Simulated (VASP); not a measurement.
The system is NbGaSe3.

```
Nb Ga Se
1.0
     5.25353    0.00000    0.00000
    -2.62676    4.54969    0.00000
     0.00000    0.00000    5.34823
Nb Ga Se
1 1 3
Direct
  0.00000 0.00000 0.50000
  0.00000 0.00000 0.00000
  0.50000 0.00000 0.00000
  0.00000 0.50000 0.00000
  0.50000 0.50000 0.00000
```

* Program: VASP 6.6.1
* Task: relaxation of cell and atoms
* Functional: PBE
* Potentials or basis: VASP PAW PBE potentials, release 64 (Nb_sv, Ga_d, Se)
* Cutoff: 600 eV
* k mesh: 6 × 6 × 4
* Occupations: gaussian, width 0.1 eV
* Spin: collinear spin, ferrimagnetic start
* Starting moments: [1.88, 0.03, -0.13, -0.13, -0.13] μB

At the start: pressure 10.2 GPa; volume 25.57 Å³/atom.

Q: Where does the relaxation end?

A: Over 8 steps the energy falls by 242.8 meV/atom and the volume is 28.64 Å³/atom (+12.0 %); space group P6/mmm (No. 191, to 0.05 Å); moment 2.54 μB per cell.

The path:
```tsv
step	energy change (eV)	largest force (eV/Å)	pressure (GPa)	volume (Å³)
1	0.0000	0.0000	10.18	127.83
2	-0.3537	0.0000	-4.65	158.68
3	-1.1268	0.0000	0.98	142.17
4	-1.1889	0.0000	-1.30	148.35
5	-1.1919	0.0000	-0.95	147.26
6	-1.1916	0.0000	-0.82	146.86
7	-1.2131	0.0000	-0.17	143.83
8	-1.2139	0.0000	-0.02	143.18
```

Final structure:
```xyz
5
Lattice="5.6993 0.0000 0.0000 -2.8496 4.9357 0.0000 0.0000 0.0000 5.0900" Properties=species:S:1:pos:R:3 pbc="T T T"
Nb    0.0000    0.0000    2.5450
Ga    0.0000    0.0000    0.0000
Se    2.8496    0.0000    0.0000
Se   -1.4248    2.4679    0.0000
Se    1.4248    2.4679    0.0000
```
